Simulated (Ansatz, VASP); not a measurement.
## One calculation of Na, two programs

```
CELL_PARAMETERS angstrom
6.47651 0.00000 0.00000
2.15884 4.82730 0.00000
0.00000 0.00000 25.91220
ATOMIC_POSITIONS crystal
Na 0.01428 0.74286 0.39302
Na 0.40424 0.04788 0.43339
Na 0.79762 0.35119 0.47400
Na 0.20238 0.64881 0.52600
Na 0.59576 0.95212 0.56661
Na 0.98572 0.25714 0.60698
```

Alike in both runs: functional PBE; k mesh 9 × 9 × 1; occupations fermi-dirac, width 0.1 eV; no spin polarisation.

Ansatz relaxed the structure, and its values are those at the end. VASP's run is a single point on that final structure, the one shown.

|  | VASP | Ansatz |
| --- | --- | --- |
| version | VASP 6.6.1 | Ansatz 0.2.0 |
| potentials or method | VASP PAW PBE potentials, release 64 (Na_pv), cutoff 520 eV | all-electron LAPW, scalar-relativistic |

|  | VASP | Ansatz | Ansatz less VASP |
| --- | --- | --- | --- |
| rms of the force components (eV/Å) | 0.003 | 0.003 | 0.0000 |

Ansatz ran all-electron here, and VASP with PAW potentials.
